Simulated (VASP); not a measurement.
# In (I4/mmm) in VASP: a series of runs

Runs on In. Level: PBE0. Tasks: single point.

Program: VASP 6.6.1. These are calculated values, not measurements. Logs are shortened: lines on timing, memory, paths and dates and some standing lists are left out, and cuts for length are marked.

## (1) The cell of the first run

Symmetry: I4/mmm, No. 139, tetragonal system. The conventional cell has a = 3.251 Å, b = 3.251 Å, c = 4.947 Å, α = 90.00°, β = 90.00°, γ = 90.00°. Within 4.3 Å of In (site symmetry 4/mmm) lie 12 In at 3.25 to 3.38 Å.

## (2) Single point, PBE0, non-collinear spin, zero start, spin-orbit coupling

File POSCAR:

```
In
1.0
   -1.6254700000      1.6254700000      2.4737000000
    1.6254700000     -1.6254700000      2.4737000000
    1.6254700000      1.6254700000     -2.4737000000
In
1
Direct
    0.0000000000      0.0000000000      0.0000000000
```

File INCAR.step1:

```
PREC = Accurate
ENCUT = 520
EDIFF = 1E-5
ISMEAR = -1
SIGMA = 0.05
LREAL = F
LASPH = T
NELM = 150
ALGO = Normal
ISIF = 2
LWAVE = T
LCHARG = F
MAGMOM = 0 0 0
LORBIT = 11
LSORBIT = T
GGA_COMPAT = F
LORBMOM = T
GGA = PE
NBANDS = 24
```

File INCAR.step2:

```
PREC = Accurate
ENCUT = 520
EDIFF = 1E-6
ISMEAR = -1
SIGMA = 0.05
LREAL = F
LASPH = T
NELM = 150
ALGO = Normal
ISIF = 2
LWAVE = F
LCHARG = F
MAGMOM = 0 0 0
LORBIT = 11
LSORBIT = T
GGA_COMPAT = F
LORBMOM = T
GGA = PE
LHFCALC = T
AEXX = 0.25
PRECFOCK = Normal
ISTART = 1
NBANDS = 24
```

File KPOINTS:

```
regular mesh
0
Gamma
  5 5 5
```

Potentials or basis: VASP PAW PBE potentials, release 64 (In_d).

Run with:

```
$ cat potpaw_PBE.64/In_d/POTCAR > POTCAR
$ cp INCAR.step1 INCAR
$ mpirun -np 1 vasp_ncl > vasp.out
$ cp INCAR.step2 INCAR
$ mpirun -np 1 vasp_ncl > vasp.out
```

OUTCAR:

```text
PREC = Accurate
   ENCUT = 520
   EDIFF = 1E-6
   ISMEAR = -1
   LREAL = F
   LASPH = T
   NELM = 150
   ISIF = 2
   LORBIT = 11
   LSORBIT = T
   GGA = PE
   LHFCALC = T
   AEXX = 0.25
   PRECFOCK = Normal
   ISTART = 1

 ion  position               nearest neighbor table
   1  0.000  0.000  0.000-

  LATTYP: Found a body centered tetragonal cell.
 ALAT       =     3.2509400000
 C/A-ratio  =     1.5218367611

  Lattice vectors:

 A1 = (  -1.6254700000,   1.6254700000,   2.4737000000)
 A2 = (   1.6254700000,  -1.6254700000,   2.4737000000)
 A3 = (   1.6254700000,   1.6254700000,  -2.4737000000)

Analysis of symmetry for initial positions (statically):
=====================================================================
 Subroutine PRICEL returns:
 Original cell was already a primitive cell.

 Routine SETGRP: Setting up the symmetry group for a
 body centered tetragonal supercell.

 Subroutine GETGRP returns: Found 16 space group operations
 (whereof 16 operations were pure point group operations)
 out of a pool of 16 trial point group operations.

The static configuration has the point symmetry D_4h.

Analysis of symmetry for dynamics (positions and initial velocities):
=====================================================================
 Subroutine PRICEL returns:
 Original cell was already a primitive cell.

 Routine SETGRP: Setting up the symmetry group for a
 body centered tetragonal supercell.

 Subroutine GETGRP returns: Found 16 space group operations
 (whereof 16 operations were pure point group operations)
 out of a pool of 16 trial point group operations.

The dynamic configuration has the point symmetry D_4h.

Analysis of structural, dynamic, and magnetic symmetry:
=====================================================================
 Subroutine PRICEL returns:
 Original cell was already a primitive cell.

 Routine SETGRP: Setting up the symmetry group for a
 body centered tetragonal supercell.

 Subroutine GETGRP returns: Found 16 space group operations
 (whereof 16 operations were pure point group operations)
 out of a pool of 16 trial point group operations.

The overall configuration has the point symmetry D_4h.

 Subroutine INISYM returns: Found 16 space group operations
 (whereof 16 operations are pure point group operations),
 and found     1 'primitive' translations

----------------------------------------------------------------------------------------

                                     Primitive cell

  volume of cell :      26.1436

  direct lattice vectors                    reciprocal lattice vectors
    -1.625470000  1.625470000  2.473700000     0.000000000  0.307603339  0.202126369
     1.625470000 -1.625470000  2.473700000     0.307603339  0.000000000  0.202126369
     1.625470000  1.625470000 -2.473700000     0.307603339  0.307603339  0.000000000

  length of vectors
     3.376906444  3.376906444  3.376906444     0.368069129  0.368069129  0.435016814

  position of ions in fractional coordinates (direct lattice)
     0.000000000  0.000000000  0.000000000

  ion indices of the primitive-cell ions
   primitive index   ion index
                 1           1

----------------------------------------------------------------------------------------

 KPOINTS: regular mesh

Automatic generation of k-mesh.
 Grid dimensions read from file:
 generate k-points for:    5    5    5

 Generating k-lattice:

  Cartesian coordinates                     Fractional coordinates (reciprocal lattice)
     0.000000000  0.061520668  0.040425274     0.200000000  0.000000000  0.000000000
     0.061520668  0.000000000  0.040425274     0.000000000  0.200000000  0.000000000
     0.061520668  0.061520668  0.000000000     0.000000000  0.000000000  0.200000000

  Length of vectors
     0.073613826  0.073613826  0.087003363

  Shift w.r.t. Gamma in fractional coordinates (k-lattice)
     0.000000000  0.000000000  0.000000000

 Subroutine IBZKPT returns following result:
 ===========================================

 Found     18 irreducible k-points:

 Following reciprocal coordinates:
            Coordinates               Weight
  0.000000  0.000000  0.000000      1.000000
  0.200000  0.000000 -0.000000      8.000000
  0.400000  0.000000  0.000000      8.000000
  0.200000  0.200000 -0.000000      8.000000
  0.400000  0.200000  0.000000     16.000000
 -0.400000  0.200000  0.000000     16.000000
[... 10 lines left out ...]
 -0.400000  0.400000  0.400000      4.000000
 -0.400000 -0.400000  0.400000      2.000000
   k-points           NKPTS =     18   k-points in BZ     NKDIM =    125   number of bands    NBANDS=     24
   number of dos      NEDOS =    301   number of ions     NIONS =      1
   total plane-waves  NPLWV =  21952
   dimension x,y,z NGX =    28 NGY =   28 NGZ =   28
   dimension x,y,z NGXF=    56 NGYF=   56 NGZF=   56
   ions per type =               1
   NGX,Y,Z   is equivalent  to a cutoff of  13.78, 13.78, 13.78 a.u.
   NGXF,Y,Z  is equivalent  to a cutoff of  27.57, 27.57, 27.57 a.u.
 SYSTEM =  unknown system
   PREC   = accura    normal or accurate (medium, high low for compatibility)
   ISTART =      1    job   : 0-new  1-cont  2-samecut
   ICHARG =      0    charge: 1-file 2-atom 10-const
   ISPIN  =      1    spin polarized calculation?
   LNONCOLLINEAR =      T non collinear calculations
   LSORBIT =      T    spin-orbit coupling
   LASPH  =      T    aspherical Exc in radial PAW
   ENCUT  =  520.0 eV  38.22 Ry    6.18 a.u.   6.28  6.28  6.28*2*pi/ulx,y,z
   NELM   =    150;   NELMIN=  2; NELMDL=  0     # of ELM steps
   EDIFF  = 0.1E-05   stopping-criterion for ELM
   LREAL  =      F    real-space projection
   EDIFFG = 0.1E-04   stopping-criterion for IOM
   NSW    =      0    number of steps for IOM
   IBRION =     -1    ionic relax: 0-MD 1-quasi-New 2-CG
   NFREE  =      0    steps in history (QN), initial steepest desc. (CG)
   ISIF   =      2    stress and relaxation
   ISYM   =      3    0-nonsym 1-usesym 2-fastsym
   POTIM  = 0.5000    time-step for ionic-motion
   TEBEG  =    0.0;   TEEND  =   0.0 temperature during run
   PSTRESS=    0.0 pullay stress
   NELECT =      13.0000    total number of electrons
   NUPDOWN=      -1.0000    fix difference up-down
   EMIN   =  10.00;   EMAX   =-10.00  energy-range for DOS
   EFERMI =   0.00;   METHOD = LEGACY
   ISMEAR =    -1;   SIGMA  =   0.05  broadening in eV -4-tet -1-fermi 0-gaus
   EFERMI_NEDOS =   21; number of points for ismear=-14 and -15
   IALGO  =     38    algorithm
   IMIX   =      1    mixing-type and parameters
     AMIX     =   0.40;   BMIX     =  1.00
     AMIX_MAG =   1.60;   BMIX_MAG =  1.00
  volume/ion in A,a.u.               =      26.14       176.43
  Fermi-wavevector in a.u.,A,eV,Ry     =   1.296983  2.450943 22.887245  1.682165
  Thomas-Fermi vector in A             =   2.428405
   LORBIT       =     11    0 simple, 1 ext, 2 COOP (PROOUT), +10 PAW based schemes
   GGA     = PE    functional components
   LHFCALC =     T    Hartree Fock is set to
   PRECFOCK=normal    Normal, Fast or Accurate (Low or Medium for compatibility)
   ENCUT4O =  -1.0   cutoff for four orbital integrals eV
   NKREDX  =     1    reduce k-point grid by
   NKREDY  =     1    reduce k-point grid by
   NKREDZ  =     1    reduce k-point grid by
   AEXX    =    0.2500 exact exchange contribution
   HFSCREEN=    0.0000 screening length (either q_TF or 0.3 A-1)
   HFSCREENC=   0.0000 screening length for correlation (either q_TF or 0.3 A-1)
   ENCUTFOCK=  -1.0 apply spherical cutoff to Coloumb kernel
   IVDW    =     0    specifies the selected vdW correction
   LEPSILON=     F    determine dielectric tensor
   LRPA    =     F    only Hartree local field effects (RPA)
  energy-cutoff  :      520.00
  volume of cell :       26.14
 maximum number of plane-waves:      1434
 NGX is ok and might be reduce to    28
  NGX = 20; NGY = 20; NGZ = 20

 number of electron      13.0000006 magnetization      -0.0000000      0.0000000     -0.0000001

 number of electron      13.0000006 magnetization       0.0000000      0.0000000     -0.0000001

 number of electron      13.0000006 magnetization      -0.0000000     -0.0000000     -0.0000001

 Free energy of the ion-electron system (eV)
  ---------------------------------------------------
  ext. energy  EPLUGINS =         0.00000000
  ---------------------------------------------------
  free energy    TOTEN  =        -3.21102197 eV

  energy without entropy =       -3.20939545  energy(sigma->0) =       -3.21020871

 E-fermi :   8.4042     XC(G=0):  -8.0975

 val. band max:        7.7831169128   @ k =   0.4000   0.4000  -0.0000
 cond. band min:       8.5442371962   @ k =  -0.4000  -0.4000   0.2000
 fundamental gap:      0.7611202834
 Fermi energy:         8.4041737707

 k-point     1 :       0.0000    0.0000    0.0000
  band No.  band energies     occupation
      1     -10.1033      1.00000
      2     -10.1033      1.00000
      3     -10.1019      1.00000
      4     -10.1019      1.00000
      5      -9.2790      1.00000
      6      -9.2790      1.00000
[... 16 lines left out ...]
     23      22.7387      0.00000
     24      22.7424      0.00000

 k-point     2 :       0.2000    0.0000   -0.0000
  band No.  band energies     occupation
      1     -10.0949      1.00000
      2     -10.0949      1.00000
      3     -10.0698      1.00000
      4     -10.0698      1.00000
      5      -9.2410      1.00000
      6      -9.2410      1.00000
[... 16 lines left out ...]
     23      24.2472      0.00000
     24      24.2472      0.00000
[... 403 lines left out ...]
     23      29.0667      0.00000
     24      29.0667      0.00000

 k-point    18 :      -0.4000   -0.4000    0.4000
  band No.  band energies     occupation
      1     -10.1374      1.00000
      2     -10.1374      1.00000
      3     -10.0663      1.00000
      4     -10.0663      1.00000
      5      -9.1953      1.00000
      6      -9.1953      1.00000
[... 16 lines left out ...]
     23      31.4520      0.00000
     24      31.4523      0.00000

------------------------ aborting loop because EDIFF is reached ----------------------------------------

  FORCE on cell =-STRESS in cart. coord.  units (eV):
  Direction    XX          YY          ZZ          XY          YZ          ZX
  --------------------------------------------------------------------------------------
  -------------------------------------------------------------------------------------
  Total       -0.3853284     -0.3853284      0.7672537      0.0000000     -0.0000000      0.0000000
  in kB      -23.6143882    -23.6143882     47.0202186      0.0000000     -0.0000000      0.0000000
  external PRESSURE =      -0.0695193 kB  Pullay stress =       0.0000000 kB

 VOLUME and BASIS-vectors are now :
 -----------------------------------------------------------------------------
  energy-cutoff  :      520.00
  volume of cell :       26.14
      direct lattice vectors                 reciprocal lattice vectors
    -1.625470000  1.625470000  2.473700000     0.000000000  0.307603339  0.202126369
     1.625470000 -1.625470000  2.473700000     0.307603339  0.000000000  0.202126369
     1.625470000  1.625470000 -2.473700000     0.307603339  0.307603339  0.000000000

 POSITION                                       TOTAL-FORCE (eV/Angst)
 -----------------------------------------------------------------------------------
      0.00000      0.00000      0.00000        -0.000000      0.000000     -0.000000
 -----------------------------------------------------------------------------------
    total drift:                               -0.000001      0.000001      0.000000

  FREE ENERGIE OF THE ION-ELECTRON SYSTEM (eV)
  ---------------------------------------------------
  free  energy   TOTEN  =        -3.2110219715 eV

  energy  without entropy=       -3.2093954465  energy(sigma->0) =       -3.21020871

 orbital moment (x)

 # of ion     p       d       tot
 ----------------------------------------
  1        -0.000  -0.000  -0.000
 ----------------------------------------
           -0.000  -0.000  -0.000

 orbital moment (y)

 # of ion     p       d       tot
 ----------------------------------------
  1         0.000   0.000   0.000
 ----------------------------------------
            0.000   0.000   0.000

 orbital moment (z)

 # of ion     p       d       tot
 ----------------------------------------
  1        -0.000  -0.000  -0.000
 ----------------------------------------
           -0.000  -0.000  -0.000

 Spin-Orbit-Coupling matrix elements

 Ion:    1  E_soc:     -0.0651368
 l=   1
     0.0000000    -0.0051902    -0.0040464
    -0.0051902     0.0000000    -0.0051902
    -0.0040464    -0.0051902     0.0000000
 l=   2
     0.0000000    -0.0012302     0.0000000    -0.0012302    -0.0049079
    -0.0012302     0.0000000    -0.0035627    -0.0012290    -0.0012094
     0.0000000    -0.0035627     0.0000000    -0.0035627     0.0000000
    -0.0012302    -0.0012290    -0.0035627     0.0000000    -0.0012094
    -0.0049079    -0.0012094     0.0000000    -0.0012094     0.0000000
 l=   3
     0.0000000     0.0000000     0.0000000     0.0000000     0.0000000     0.0000000     0.0000000
     0.0000000     0.0000000     0.0000000     0.0000000     0.0000000     0.0000000     0.0000000
     0.0000000     0.0000000     0.0000000     0.0000000     0.0000000     0.0000000     0.0000000
     0.0000000     0.0000000     0.0000000     0.0000000     0.0000000     0.0000000     0.0000000
     0.0000000     0.0000000     0.0000000     0.0000000     0.0000000     0.0000000     0.0000000
     0.0000000     0.0000000     0.0000000     0.0000000     0.0000000     0.0000000     0.0000000
     0.0000000     0.0000000     0.0000000     0.0000000     0.0000000     0.0000000     0.0000000

 total charge

# of ion       s       p       d       tot
------------------------------------------
    1        1.043   0.499   9.863  11.405

 magnetization (x)

# of ion       s       p       d       tot
------------------------------------------
    1        0.000   0.000   0.000   0.000

 magnetization (y)

# of ion       s       p       d       tot
------------------------------------------
    1        0.000  -0.000  -0.000  -0.000

 magnetization (z)

# of ion       s       p       d       tot
------------------------------------------
    1        0.000   0.000   0.000   0.000
```

Run time: 32 min. Hardware: 1 thread of Intel Xeon Platinum 8488C (Sapphire Rapids), shared host; peak memory 0.25 GiB.

What came out:

```
Free energy                                           : -3.2110 eV
Pressure                                              : 0.0 GPa
Net moment                                            : 0.00 μB per cell
Valence electrons inside the program's atomic spheres : In 11.40
```

Stress tensor (GPa, compression positive):
```
-2.36  0.00  0.00
 0.00 -2.36  0.00
 0.00  0.00  4.70
```

Moments on the atoms (μB; x, y, z):
```
In  0.00 0.00 0.00
```

Caveat: the k points lie up to 0.46 Å⁻¹ apart; the PAW data sets were made with another functional, which shifts forces and pressure a little.

## (3) Single point, PBE0

This run uses another cell than the first one, of 27.19 Å³/atom.

File POSCAR:

```
In
1.0
   -1.6468602161      1.6468602161      2.5062524172
    1.6468602161     -1.6468602161      2.5062524172
    1.6468602161      1.6468602161     -2.5062524172
In
1
Direct
    0.0000000000      0.0000000000      0.0000000000
```

File INCAR.step1:

```
PREC = Accurate
ENCUT = 520
EDIFF = 1E-5
ISMEAR = -1
SIGMA = 0.05
LREAL = False
LASPH = True
NELM = 80
ALGO = Normal
ISIF = 2
LWAVE = True
LCHARG = False
NBANDS = 12
GGA = PE
```

File INCAR.step2:

```
PREC = Accurate
ENCUT = 520
EDIFF = 1E-7
ISMEAR = -1
SIGMA = 0.05
LREAL = False
LASPH = True
NELM = 80
ALGO = Normal
ISIF = 2
LWAVE = False
LCHARG = False
GGA = PE
LHFCALC = True
AEXX = 0.25
PRECFOCK = Normal
NBANDS = 12
ISTART = 1
```

File KPOINTS:

```
regular mesh
0
Gamma
  6 6 6
```

Potentials or basis: VASP PAW PBE potentials, release 64 (In_d).

Run with:

```
$ cat potpaw_PBE.64/In_d/POTCAR > POTCAR
$ cp INCAR.step1 INCAR
$ mpirun -np 1 vasp_std > vasp.out
$ cp INCAR.step2 INCAR
$ mpirun -np 1 vasp_std > vasp.out
```

It took 19 min on 1 thread of Intel Xeon 6975P-C (Granite Rapids), shared host; peak memory 0.18 GiB.

The run converged. Its results:

| Property | Result |
| --- | --- |
| Free energy | -3.2413 eV |
| Pressure | -1.3 GPa |
| Band gap on the k mesh | zero (an odd number of electrons rules out a gap without spin polarisation) |

Stress tensor (GPa, compression positive):
```
-2.18  0.00  0.00
 0.00 -2.18  0.00
 0.00  0.00  0.51
```

Levels at points of the mesh, in eV from the Fermi level:
| k point | band 3 | band 4 | band 5 | band 6 | band 7 | band 8 | band 9 | band 10 |
| --- | --- | --- | --- | --- | --- | --- | --- | --- |
| (0.00, 0.00, 0.00) | -17.05 | -16.98 | -16.89 | -10.98 | 11.52 | 11.52 | 11.70 | 12.59 |
| (0.50, 0.00, 0.00) | -17.04 | -16.81 | -16.77 | -5.22 | -4.09 | 8.45 | 10.13 | 12.06 |
| (0.50, 0.50, 0.00) | -16.80 | -16.79 | -16.71 | -2.42 | -2.12 | 4.28 | 4.75 | 7.72 |
| (0.50, 0.50, 0.50) | -16.79 | -16.76 | -16.76 | -3.71 | -3.36 | 5.54 | 5.54 | 8.88 |

Caveat: the k points lie up to 0.38 Å⁻¹ apart, too coarse for converged energies and pressures of a metal; the PAW data sets were made with another functional, which shifts forces and pressure a little; spin-orbit coupling is left out, which moves the levels of the heavy elements.

[end of part 1 of 2]

The gap in the log of VASP goes by the Fermi energy; the results here count the filled bands.